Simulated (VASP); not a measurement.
# Na (P6_3/mmc) in VASP: a series of runs, part 2 of 2

VASP 6.6.1. Earlier steps stand in the parts before.

## Step 3: Relaxation of cell and atoms, PBEsol, target pressure 5 GPa, at which the enthalpy is minimised

File INCAR:

```
ALGO = Normal
EDIFF = 1E-6
EDIFFG = -0.005
ENCUT = 600
GGA = PS
IBRION = 2
ISIF = 3
ISMEAR = -1
LASPH = T
LCHARG = F
LREAL = F
LWAVE = F
NELM = 60
NSW = 80
PREC = Accurate
PSTRESS = 50.0
SIGMA = 0.05
```

File KPOINTS:

```
k-points
0
Gamma
  8 8 3
```

File POSCAR:

```
Na
1.0
    3.7003831212      0.0000000000      0.0000000000
   -1.8501915606      3.2046257867      0.0000000000
    0.0000000000      0.0000000000     12.5373215400
Na
4
Direct
    0.6666666667      0.3333333333      0.7500000000
    0.0000000000      0.0000000000      0.5000000000
    0.3333333333      0.6666666667      0.2500000000
    0.0000000000      0.0000000000      0.0000000000
```

Potentials or basis: VASP PAW PBE potentials, release 64 (Na_pv).

Command:

```console
cat potpaw_PBE.64/Na_pv/POTCAR > POTCAR
mpirun -np 1 vasp_std > vasp.out
```

OUTCAR:

```text
EDIFF = 1E-6
   EDIFFG = -0.005
   ENCUT = 600
   GGA = PS
   IBRION = 2
   ISIF = 3
   ISMEAR = -1
   LASPH = T
   LREAL = F
   NELM = 60
   NSW = 80
   PREC = Accurate
   PSTRESS = 50.0

 ion  position               nearest neighbor table
   1  0.667  0.333  0.750-
   2  0.000  0.000  0.500-
   3  0.333  0.667  0.250-
   4  0.000  0.000  0.000-

  LATTYP: Found a hexagonal cell.
 ALAT       =     3.7003831212
 C/A-ratio  =     3.3881144545

  Lattice vectors:

 A1 = (   3.7003831212,   0.0000000000,   0.0000000000)
 A2 = (  -1.8501915606,   3.2046257867,   0.0000000000)
 A3 = (   0.0000000000,   0.0000000000,  12.5373215400)

Analysis of symmetry for initial positions (statically):
=====================================================================
 Subroutine PRICEL returns:
 Original cell was already a primitive cell.

 Routine SETGRP: Setting up the symmetry group for a
 hexagonal supercell.

 Subroutine GETGRP returns: Found 24 space group operations
 (whereof 12 operations were pure point group operations)
 out of a pool of 24 trial point group operations.

The static configuration has the point symmetry D_3d.
 The point group associated with its full space group is D_6h.

Analysis of symmetry for dynamics (positions and initial velocities):
=====================================================================
 Subroutine PRICEL returns:
 Original cell was already a primitive cell.

 Routine SETGRP: Setting up the symmetry group for a
 hexagonal supercell.

 Subroutine GETGRP returns: Found 24 space group operations
 (whereof 12 operations were pure point group operations)
 out of a pool of 24 trial point group operations.

The dynamic configuration has the point symmetry D_3d.
 The point group associated with its full space group is D_6h.

 Subroutine INISYM returns: Found 24 space group operations
 (whereof 12 operations are pure point group operations),
 and found     1 'primitive' translations

----------------------------------------------------------------------------------------

                                     Primitive cell

  volume of cell :     148.6719

  direct lattice vectors                    reciprocal lattice vectors
     3.700383121  0.000000000  0.000000000     0.270242288  0.156024458  0.000000000
    -1.850191561  3.204625787  0.000000000     0.000000000  0.312048915  0.000000000
     0.000000000  0.000000000 12.537321540     0.000000000  0.000000000  0.079761853

  length of vectors
     3.700383121  3.700383121 12.537321540     0.312048915  0.312048915  0.079761853

  position of ions in fractional coordinates (direct lattice)
     0.666666667  0.333333333  0.750000000
     0.000000000  0.000000000  0.500000000
     0.333333333  0.666666667  0.250000000
     0.000000000  0.000000000  0.000000000

  ion indices of the primitive-cell ions
   primitive index   ion index
                 1           1
                 2           2
                 3           3
                 4           4

----------------------------------------------------------------------------------------

 KPOINTS: k-points

Automatic generation of k-mesh.
 Grid dimensions read from file:
 generate k-points for:    8    8    3

 Generating k-lattice:

  Cartesian coordinates                     Fractional coordinates (reciprocal lattice)
     0.033780286  0.019503057  0.000000000     0.125000000 -0.000000000  0.000000000
     0.000000000  0.039006114  0.000000000     0.000000000  0.125000000  0.000000000
     0.000000000  0.000000000  0.026587284     0.000000000  0.000000000  0.333333333

  Length of vectors
     0.039006114  0.039006114  0.026587284

  Shift w.r.t. Gamma in fractional coordinates (k-lattice)
     0.000000000  0.000000000  0.000000000

 Subroutine IBZKPT returns following result:
 ===========================================

 Found     20 irreducible k-points:

 Following reciprocal coordinates:
            Coordinates               Weight
  0.000000  0.000000  0.000000      1.000000
  0.125000  0.000000  0.000000      6.000000
  0.250000  0.000000  0.000000      6.000000
  0.375000 -0.000000  0.000000      6.000000
  0.500000  0.000000  0.000000      3.000000
  0.125000  0.125000  0.000000      6.000000
[... 12 lines left out ...]
  0.250000  0.250000  0.333333     12.000000
  0.375000  0.250000  0.333333     12.000000
   k-points           NKPTS =     20   k-points in BZ     NKDIM =     20   number of bands    NBANDS=     18
   number of dos      NEDOS =    301   number of ions     NIONS =      4
   total plane-waves  NPLWV =  90000
   dimension x,y,z NGX =    30 NGY =   30 NGZ =  100
   dimension x,y,z NGXF=    60 NGYF=   60 NGZF=  200
   ions per type =               4
   NGX,Y,Z   is equivalent  to a cutoff of  13.48, 13.48, 13.26 a.u.
   NGXF,Y,Z  is equivalent  to a cutoff of  26.96, 26.96, 26.52 a.u.
 SYSTEM =  unknown system
   PREC   = accura    normal or accurate (medium, high low for compatibility)
   ISTART =      0    job   : 0-new  1-cont  2-samecut
   ICHARG =      2    charge: 1-file 2-atom 10-const
   ISPIN  =      1    spin polarized calculation?
   LNONCOLLINEAR =      F non collinear calculations
   LSORBIT =      F    spin-orbit coupling
   LASPH  =      T    aspherical Exc in radial PAW
   ENCUT  =  600.0 eV  44.10 Ry    6.64 a.u.   7.39  7.39 25.04*2*pi/ulx,y,z
   NELM   =     60;   NELMIN=  2; NELMDL= -5     # of ELM steps
   EDIFF  = 0.1E-05   stopping-criterion for ELM
   LREAL  =      F    real-space projection
   EDIFFG = -.5E-02   stopping-criterion for IOM
   NSW    =     80    number of steps for IOM
   IBRION =      2    ionic relax: 0-MD 1-quasi-New 2-CG
   NFREE  =      1    steps in history (QN), initial steepest desc. (CG)
   ISIF   =      3    stress and relaxation
   ISYM   =      2    0-nonsym 1-usesym 2-fastsym
   POTIM  = 0.5000    time-step for ionic-motion
   TEBEG  =    0.0;   TEEND  =   0.0 temperature during run
   PSTRESS=   50.0 pullay stress
   NELECT =      28.0000    total number of electrons
   NUPDOWN=      -1.0000    fix difference up-down
   EMIN   =  10.00;   EMAX   =-10.00  energy-range for DOS
   EFERMI =   0.00;   METHOD = LEGACY
   ISMEAR =    -1;   SIGMA  =   0.05  broadening in eV -4-tet -1-fermi 0-gaus
   EFERMI_NEDOS =   21; number of points for ismear=-14 and -15
   IALGO  =     38    algorithm
   IMIX   =      4    mixing-type and parameters
     AMIX     =   0.40;   BMIX     =  1.00
     AMIX_MAG =   1.60;   BMIX_MAG =  1.00
  volume/ion in A,a.u.               =      37.17       250.82
  Fermi-wavevector in a.u.,A,eV,Ry     =   0.938393  1.773305 11.981028  0.880581
  Thomas-Fermi vector in A             =   2.065600
   LORBIT       =      0    0 simple, 1 ext, 2 COOP (PROOUT), +10 PAW based schemes
   GGA     = PS    functional components
   LHFCALC =     F    Hartree Fock is set to
   AEXX    =    0.0000 exact exchange contribution
   IVDW    =     0    specifies the selected vdW correction
   LEPSILON=     F    determine dielectric tensor
   LRPA    =     F    only Hartree local field effects (RPA)
 conjugate gradient relaxation of ions
 non-spin polarized calculation
  energy-cutoff  :      600.00
  volume of cell :      148.67
 maximum number of plane-waves:      5024
 NGX is ok and might be reduce to    30
   NGX = 15   NGY = 15   NGZ = 51

--------------------------------------- Ionic step        1  -------------------------------------------

 number of electron      27.9999992 magnetization

 Free energy of the ion-electron system (eV)
  ---------------------------------------------------
  ext. energy  EPLUGINS =         0.00000000
  ---------------------------------------------------
  free energy    TOTEN  =        -5.58534395 eV

  energy without entropy =       -5.56719662  energy(sigma->0) =       -5.57627028

------------------------ aborting loop because EDIFF is reached ----------------------------------------

  FORCE on cell =-STRESS in cart. coord.  units (eV):
  Direction    XX          YY          ZZ          XY          YZ          ZX
  --------------------------------------------------------------------------------------
  -------------------------------------------------------------------------------------
  Total        0.1583130      0.1583130     -0.7323593      0.0000000     -0.0000000      0.0000000
  in kB        1.7060763      1.7060763     -7.8923439      0.0000000     -0.0000000      0.0000000
  external PRESSURE =     -51.4933971 kB  Pullay stress =      50.0000000 kB
[... 265 lines left out ...]
  enthalpy is  TOTEN    =        -1.8782604508 eV   P V=        3.2319014510

--------------------------------------- Ionic step        8  -------------------------------------------

 number of electron      28.0000019 magnetization

 Free energy of the ion-electron system (eV)
  ---------------------------------------------------
  ext. energy  EPLUGINS =         0.00000000
  ---------------------------------------------------
  free energy    TOTEN  =        -5.11025518 eV

  energy without entropy =       -5.09885838  energy(sigma->0) =       -5.10455678

 E-fermi :   1.5649     XC(G=0):  -7.5385

 val. band max:        1.3649967739   @ k =   0.2500   0.2500   0.3333
 cond. band min:       1.6234167217   @ k =   0.3750   0.1250   0.3333
 fundamental gap:      0.2584199478
 Fermi energy:         1.5648876889

 k-point     1 :       0.0000    0.0000    0.0000
  band No.  band energies     occupation
      1     -23.1775      2.00000
      2     -23.1148      2.00000
      3     -23.1146      2.00000
      4     -23.0678      2.00000
      5     -23.0678      2.00000
      6     -23.0593      2.00000
[... 10 lines left out ...]
     17       3.0394      0.00000
     18       8.6322      0.00000
[... 428 lines left out ...]
  FREE ENERGIE OF THE ION-ELECTRON SYSTEM (eV)
  ---------------------------------------------------
  free  energy   TOTEN  =        -5.1102551839 eV

  energy  without entropy=       -5.0988583836  energy(sigma->0) =       -5.10455678

  enthalpy is  TOTEN    =        -1.8783768553 eV   P V=        3.2318783286

 reached required accuracy - stopping structural energy minimisation
```

Run time: 2.2 min. Hardware: 1 thread of AMD EPYC 9R45 (Zen 5), shared host; peak memory 0.27 GiB.

What came out:

```yaml
Free_energy: -5.1103 eV
Relaxed_volume: 25.89 Å³/atom
Relaxed_cell: a = 3.343 Å, b = 3.343 Å, c = 10.700 Å, α = 90.00°, β = 90.00°, γ = 120.00°
Space_group_after_relaxing_to_0.1_Å: P6_3/mmc (No. 194)
Energy_change_on_relaxing_the_run_minimises_the_enthalpy: +118.8 meV/atom
Ionic_steps: 8
Pressure_after_relaxing: 5.0 GPa
Band_gap_on_the_k_mesh: zero (bands 14 and 15 overlap by 3.99 eV)
```

The path:
```csv
step,energy change (eV),largest force (eV/Å),pressure (GPa),volume (Å³)
1,0.0000,0.0000,-0.15,148.67
2,0.0862,0.0000,1.62,124.42
3,0.3497,0.0000,3.97,108.39
4,0.5099,0.0000,5.20,102.70
5,0.4843,0.0000,4.99,103.51
6,0.4795,0.0000,5.02,103.54
7,0.4752,0.0000,5.02,103.56
8,0.4751,0.0000,4.99,103.56
```

Final structure:
```yaml
crystal:
  lattice:
    - [3.34307, 0.00000, 0.00000]
    - [-1.67154, 2.89519, 0.00000]
    - [0.00000, 0.00000, 10.69973]
  atoms:
    - { symbol: Na, position: [0.66667, 0.33333, 0.75000] }
    - { symbol: Na, position: [0.00000, 0.00000, 0.50000] }
    - { symbol: Na, position: [0.33333, 0.66667, 0.25000] }
    - { symbol: Na, position: [0.00000, 0.00000, 0.00000] }
```

Caveat: the cell is relaxed towards a set pressure, so the run minimises the enthalpy, not the energy; the volume moved by over 15 % at a fixed basis, so the end points are rough; the PAW data sets were made with another functional, which shifts forces and pressure a little.
